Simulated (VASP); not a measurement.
Wanted: the native input for a VASP 6.6.1 run.

- Task: single point
- Functional: PBE
- Dispersion: D3(BJ)
- Potentials or basis: VASP PAW PBE potentials, release 64 (Ge_d, H)
- Cutoff: 520 eV
- k mesh: 7 × 7 × 1
- Occupations: gaussian, width 0.1 eV
- Spin: no spin polarisation
- Dipole correction: yes
- Further INCAR settings: ALGO = Normal; EDIFF = 1e-06; NBANDS = 36

The structure of Ge4H lies in POSCAR:

```
Ge4H
1.0
    4.0303587907      0.0000000000      0.0000000000
    0.0000000000      4.0303587907      0.0000000000
    0.0000000000      0.0000000000     21.6416627718
Ge H
4 1
Direct
    0.0000000000      0.5000000000      0.1848286817
    0.0000000000      0.0000000000      0.2506714513
    0.5000000000      0.0000000000      0.3196569899
    0.5000000000      0.5000000000      0.3854446333
    0.8750000000      1.0000000000      0.5009625594
```

One way to write it, as run:

INCAR

```
SYSTEM = Ge4H
PREC = Accurate
ENCUT = 520
EDIFF = 1E-6
ISMEAR = 0
SIGMA = 0.1
LREAL = .FALSE.
LASPH = .TRUE.
NELM = 60
ALGO = Normal
ISIF = 2
LWAVE = .FALSE.
LCHARG = .TRUE.
LDIPOL = .TRUE.
IDIPOL = 3
DIPOL = 0.5 0.5 0.328
GGA = PE
IVDW = 12
LELF = .TRUE.
LVHAR = .TRUE.
LVACPOTAV = .TRUE.
NBANDS = 36
```

KPOINTS

```
regular mesh
0
G
  7 7 1
  0 0 0
```

Potentials or basis: VASP PAW PBE potentials, release 64 (Ge_d, H).

Command:

```sh
$ cat potpaw_PBE.64/Ge_d/POTCAR potpaw_PBE.64/H/POTCAR > POTCAR
$ mpirun -np 1 vasp_std > vasp.out
```

It gave:

| Property | Result |
| --- | --- |
| Largest force | 0.579 eV/Å |
| Band gap on the k mesh | zero (an odd number of electrons rules out a gap without spin polarisation) |
| Dispersion energy per atom | -0.180 eV |

Caveat: an odd number of electrons without spin polarisation forces a metal; a magnetic or distorted state may lie lower.

Wall time 7.1 min on 1 thread of Intel(R) Xeon(R) Platinum 8559C (Emerald Rapids), on a shared host, peak memory 0.46 GiB.
